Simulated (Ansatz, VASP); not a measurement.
# ZnO: VASP beside Ansatz

Contents of POSCAR:

```
ZnO
1.0
    0.0000000000      2.1337703963      2.1337703963
    2.0966427914      0.0000000000      2.1337703963
    2.0966427914      2.1337703963      0.0000000000
Zn O
1 1
Direct
    0.0000000000      0.0000000000      0.0000000000
    0.5000000000      0.5000000000      0.5000000000
```

Contents of INCAR.step1:

```
SYSTEM = ZnO
ALGO     = Normal         ! electronic algorithm
EDIFF    = 1E-5           ! SCF threshold, eV
ENCUT    = 910            ! plane-wave cutoff, eV
GGA      = PE             ! functional
GGA_COMPAT= .False.      
ISMEAR   = 0              ! smearing method
LASPH    = .True.         ! aspherical terms in the spheres
LCHARG   = .False.        ! write CHGCAR
LREAL    = .False.        ! projectors in reciprocal space
LWAVE    = .True.         ! write WAVECAR
NBANDS   = 16             ! bands
NELM     = 120            ! most SCF steps
PREC     = Accurate       ! precision mode
SIGMA    = 0.01           ! smearing width, eV
```

INCAR.step2

```
SYSTEM = ZnO
ALGO     = Normal         ! electronic algorithm
EDIFF    = 1E-6           ! SCF threshold, eV
ENCUT    = 910            ! plane-wave cutoff, eV
GGA_COMPAT= .False.      
ISIF     = 2              ! what is computed and relaxed
ISMEAR   = 0              ! smearing method
ISTART   = 1            
LASPH    = .True.         ! aspherical terms in the spheres
LCHARG   = .False.        ! write CHGCAR
LMIXTAU  = .True.       
LREAL    = .False.        ! projectors in reciprocal space
LWAVE    = .False.        ! write WAVECAR
METAGGA  = R2SCAN         ! meta-GGA
NBANDS   = 16             ! bands
NELM     = 120            ! most SCF steps
PREC     = Accurate       ! precision mode
SIGMA    = 0.01           ! smearing width, eV
```

File KPOINTS:

```
k-points
0
Gamma
  10 10 10
  0 0 0
```

Input for Ansatz:

```yaml
crystal:
  lattice:
    - [0.0, 2.1337703963, 2.1337703963]
    - [2.0966427914, 0.0, 2.1337703963]
    - [2.0966427914, 2.1337703963, 0.0]
  atoms:
    - { symbol: Zn, position: [0.0, 0.0, 0.0] }
    - { symbol: O, position: [0.5, 0.5, 0.5] }
kpoints:
  mp_grid: { grid: [10, 10, 10] }
  band_path:
    path:
      - [0.0, 0.0, 0.0]
      - [0.5, 0.0, 0.5]
      - [0.625, 0.25, 0.625]
      - [0.375, 0.375, 0.75]
      - [0.5, 0.5, 0.5]
      - [0.5, 0.25, 0.75]
    npoints: 1
hamiltonian:
  xc: r2scan
scf:
  occupations: { method: fixed }
  n_extra_bands: 4
output:
  forces: true
  stress: true
  eigenvalues: true
```

Change from the starting cell: uniaxial_x strain -1.7%.

Alike in both runs: task single point; functional r2SCAN; k mesh 10 × 10 × 10; no spin polarisation.

```csv
,VASP,Ansatz
version,VASP 6.6.1,Ansatz 0.2.0
potentials or method,"VASP PAW PBE potentials, release 64 (Zn, O_h)","plane waves, PAW"
plane-wave cutoff (eV),910,500
occupations,"gaussian, width 0.01 eV",fixed
valence electrons in the cell,18,18
```

```tsv
	VASP	Ansatz	Ansatz less VASP
gap on the k mesh at the Fermi level (eV)	1.59	1.60	+0.016
```

VASP's potentials were made for PBE, not for r2SCAN.

Noted on VASP's run: the cutoff is short for stress, so the pressure is rough.
